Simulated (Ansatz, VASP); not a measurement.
# Two plane-wave programs on Sc

INCAR

```
PREC     = Accurate       # precision mode
ENCUT    = 500            # plane-wave cutoff, eV
EDIFF    = 1E-6           # SCF threshold, eV
ISMEAR   = 0              # smearing method
SIGMA    = 0.1            # smearing width, eV
LREAL    = F              # projectors in reciprocal space
LASPH    = T              # aspherical terms in the spheres
NELM     = 120            # most SCF steps
ALGO     = Normal         # electronic algorithm
ISIF     = 2              # what is computed and relaxed
LWAVE    = F              # write WAVECAR
LCHARG   = T              # write CHGCAR
GGA      = PS             # functional
LELF     = T              # ELF
LVHAR    = T            
NBANDS   = 24             # bands
GGA_COMPAT= F
```

File KPOINTS:

```
regular mesh
0
Gamma
  10 10 14
```

Contents of POSCAR:

```
Sc
1.0
    4.5054302432     -2.5963522608      0.0148416452
    4.5054302432      2.5963522608      0.0148416452
    0.0072307811      0.0000000000      3.2770127168
Sc
3
Direct
    0.3278821823      0.3278821823      1.0304088327
    0.0000000000      0.0000000000      0.5000000000
    0.6721178177      0.6721178177     -0.0304088327
```

Input for Ansatz:

```yaml
crystal:
  lattice:
    - [4.5054302432, -2.5963522608, 0.0148416452]
    - [4.5054302432, 2.5963522608, 0.0148416452]
    - [0.0072307811, 0.0, 3.2770127168]
  atoms:
    - { symbol: Sc, position: [0.3278821823, 0.3278821823, 1.0304088327] }
    - { symbol: Sc, position: [0.0, 0.0, 0.5] }
    - { symbol: Sc, position: [0.6721178177, 0.6721178177, -0.0304088327] }
basis:
  ecutwfc: 420
kpoints:
  mp_grid: { grid: [10, 10, 14] }
hamiltonian:
  xc: pbesol
scf:
  occupations: { method: gaussian, width: 0.1 }
output:
  forces: true
  stress: true
  eigenvalues: true
  populations: true
```

Alike in both runs: task single point; functional PBEsol; k mesh 10 × 10 × 14; occupations gaussian, width 0.1 eV; no spin polarisation.

```csv
,VASP,Ansatz
version,VASP 6.6.1,Ansatz 0.2.0
potentials or method,"VASP PAW PBE potentials, release 64 (Sc_sv), cutoff 500 eV","scalar-relativistic, plane waves, PAW"
valence electrons in the cell,33,33
```

|  | VASP | Ansatz | Ansatz less VASP |
| --- | --- | --- | --- |
| gap on the k mesh at the Fermi level (eV) | none | none | - |
| pressure (GPa) | -4.1 | -4.1 | +0.01 |
| traceless stress, the component that is largest in VASP (GPa) | -0.45 | -0.45 | +0.004 |
| rms of the force components (eV/Å) | 0.176 | 0.175 | -0.0005 |

VASP's potentials were made for PBE, not for PBEsol. Atom by atom the forces differ by 0.001 eV/Å (rms over components). A gap of «none» marks a metal or a gap that the smearing closes.
